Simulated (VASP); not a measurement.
SnO2: single point with PBE+D3(BJ)

SnO2:

```
Sn O
1.0
    -3.23725    0.00000    0.00000
    -1.61863   -2.80354    0.00000
    -3.39912   -1.96248   13.67548
Sn O
3 6
Direct
  0.33715 0.33715 0.47073
  0.89017 0.89017 0.15690
  0.78414 0.78414 0.78457
  0.50613 0.50613 0.22933
  0.40010 0.40010 0.85700
  0.95312 0.95312 0.54317
  0.16817 0.16817 0.71214
  0.72119 0.72119 0.39830
  0.27421 0.27421 0.08447
```

```yaml
Program: VASP 6.6.1
Task: single point
Functional: PBE
Dispersion: D3(BJ)
Potentials_or_basis: VASP PAW PBE potentials, release 64 (Sn_d, O)
Cutoff: 520 eV
k_mesh: 9 × 9 × 2
Occupations: gaussian, width 0.05 eV
Spin: no spin polarisation
Dipole_correction: no
Further_INCAR_settings: ALGO = Normal; EDIFF = 1e-06; NBANDS = 49
```

```yaml
Pressure: 0.4 GPa
Largest_force: 0.202 eV/Å
Band_gap_on_the_k_mesh: 1.74 eV, indirect (least direct gap 1.82 eV)
Dispersion_energy_per_atom: -0.189 eV
```

Forces on the atoms (eV/Å):
```
Sn   0.000  0.000  0.000
Sn   0.000  0.000  0.140
Sn   0.000  0.000 -0.140
O    0.000  0.000  0.062
O    0.011  0.006  0.202
O    0.000  0.000  0.055
O    0.000  0.000 -0.062
O    0.000  0.000 -0.055
O   -0.011 -0.006 -0.202
```

Stress tensor (GPa, compression positive):
```
 0.21  0.00 -0.05
 0.00  0.21 -0.03
-0.05 -0.03  0.67
```

Levels at points of the mesh, in eV from the valence-band top:
| k point | band 35 | band 36 | band 37 | band 38 | band 39 | band 40 | band 41 | band 42 | band 43 | band 44 |
| --- | --- | --- | --- | --- | --- | --- | --- | --- | --- | --- |
| (0.00, 0.00, 0.00) | -1.06 | -1.06 | -1.00 | -1.00 | -0.08 | 1.74 | 2.79 | 3.18 | 5.53 | 5.60 |
| (0.00, 0.00, 0.50) | -1.04 | -1.01 | -1.01 | -0.70 | -0.39 | 2.06 | 2.36 | 3.36 | 5.47 | 5.73 |

Wall time 2.2 min on 1 thread of Intel(R) Xeon(R) 6975P-C (Granite Rapids), on a shared host, peak memory 0.38 GiB.

Caveat: spin-orbit coupling is left out, which moves the levels of the heavy elements. A k mesh can miss the band edges.
